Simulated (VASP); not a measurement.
Wanted: the native input for a VASP 6.6.1 run.

```
Task                   : single point
Functional             : LDA
Potentials or basis    : VASP PAW LDA potentials, release 64 (Li_sv, Cd, H)
Cutoff                 : 520 eV
k mesh                 : 3 × 3 × 3
Occupations            : gaussian, width 0.15 eV
Spin                   : no spin polarisation
Dipole correction      : no
Further INCAR settings : LREAL = Auto; ALGO = Normal; EDIFF = 1e-06; NBANDS = 56
```

The structure of Li12Cd4H (a cell with a defect) lies in POSCAR:

```
Li12Cd4H
1.0
    6.6123880000      0.0000000000      0.0000000000
    0.0000000000      6.6123880000      0.0000000000
    0.0000000000      0.0000000000      6.6123880000
Li Cd H
12 4 1
Direct
    0.2486864050      0.2526592511      0.2401667900
    0.7514082658      0.7562556825      0.7368041621
    0.4966234589      0.4998092973      0.4901755614
    0.7515927680      0.7744175024      0.2613620072
    0.2493643749      0.2590342551      0.7485846263
    0.0225497959     -0.0001137259      0.4967480735
    0.7513406654      0.2435508927      0.7369997042
    0.2486213755      0.7469744667      0.2401867525
   -0.0182749409      0.4997187098      0.0066941020
    0.2493007065      0.7405630160      0.7486076135
    0.7515504232      0.2251743243      0.2613892288
    0.4917557772     -0.0002079430     -0.0134610976
    0.0049417850     -0.0001037447     -0.0123489426
    0.5125523487      0.4998522470      0.0037308760
    0.4688198878     -0.0001840485      0.5028336208
    0.0004615579      0.4997692210      0.4912880188
    0.7542864998     -0.0003671896      0.4332694936
```

These files were run (other wordings do the same):

INCAR

```
SYSTEM = Li12Cd4H
PREC = Accurate
ENCUT = 520
EDIFF = 1E-6
ISMEAR = 0
SIGMA = 0.15
LREAL = Auto
LASPH = .True.
NELM = 60
ALGO = Normal
ISIF = 2
LWAVE = .False.
LCHARG = .True.
LELF = .True.
LVHAR = .True.
NBANDS = 56
```

KPOINTS

```
regular mesh
0
Gamma
  3 3 3
  0 0 0
```

Potentials or basis: VASP PAW LDA potentials, release 64 (Li_sv, Cd, H).

Command:

```console
$ cat potpaw_LDA.64/Li_sv/POTCAR potpaw_LDA.64/Cd/POTCAR potpaw_LDA.64/H/POTCAR > POTCAR
$ mpirun -np 1 vasp_std > vasp.out
```

Results of the run:

```yaml
Largest_force: 0.051 eV/Å
```

Run time: 7.7 min on 1 thread of Oxide Virtual Turin-like Processor, with other jobs on the host, peak memory 0.32 GiB.
